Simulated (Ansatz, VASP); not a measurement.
## Zn: VASP beside Ansatz

The input INCAR:

```
ALGO = Normal
EDIFF = 1E-8
ENCUT = 520
GGA = PE
ISIF = 2
ISMEAR = -1
LASPH = T
LCHARG = F
LEFG = T
LREAL = F
LWAVE = F
NBANDS = 19
NELM = 80
PREC = Accurate
SIGMA = 0.03
```

The input KPOINTS:

```
k-points
0
Gamma
  16 16 8
```

Contents of POSCAR:

```
Zn
1.0
    2.6914460337      0.0000000000      0.0000000000
   -1.3457230169      2.3308606381      0.0000000000
    0.0000000000      0.0000000000      4.9467000000
Zn
2
Direct
    0.3333333333      0.6666666667      0.2500000000
    0.6666666667      0.3333333333      0.7500000000
```

Input for Ansatz:

```yaml
crystal:
  lattice:
    - [2.6914460337, 0.0, 0.0]
    - [-1.3457230169, 2.3308606381, 0.0]
    - [0.0, 0.0, 4.9467]
  atoms:
    - { symbol: Zn, position: [0.3333333333, 0.6666666667, 0.25] }
    - { symbol: Zn, position: [0.6666666667, 0.3333333333, 0.75] }
kpoints:
  mp_grid: { grid: [16, 16, 8] }
scf:
  occupations: { method: fermi_dirac, width: 0.03 }
hamiltonian:
  xc: pbe
  pseudopotentials: { kind: all_electron, datasets: crystal }
output:
  forces: true
  stress: true
  eigenvalues: true
  efg: { contact_densities: true }
```

Change from the starting cell: x and y stretched by +1 %, z held, crystal datasets.

Alike in both runs: task electric field gradients; functional PBE; k mesh 16 × 16 × 8; occupations fermi-dirac, width 0.03 eV; no spin polarisation.

```csv
,VASP,Ansatz
version,VASP 6.6.1,Ansatz 0.2.0
potentials or method,"VASP PAW PBE potentials, release 64 (Zn), cutoff 520 eV","all-electron PAW with datasets made for the crystal, scalar-relativistic"
```

```tsv
	VASP	Ansatz	Ansatz less VASP
pressure (GPa)	-1.7	-2.0	-0.29
traceless stress, the component that is largest in VASP (GPa)	0.84	0.93	+0.089
size of Vzz on the site where it differs most (V/Å²)	32.4	32.5	+0.10
```

Ansatz ran all-electron here, and VASP with PAW potentials.
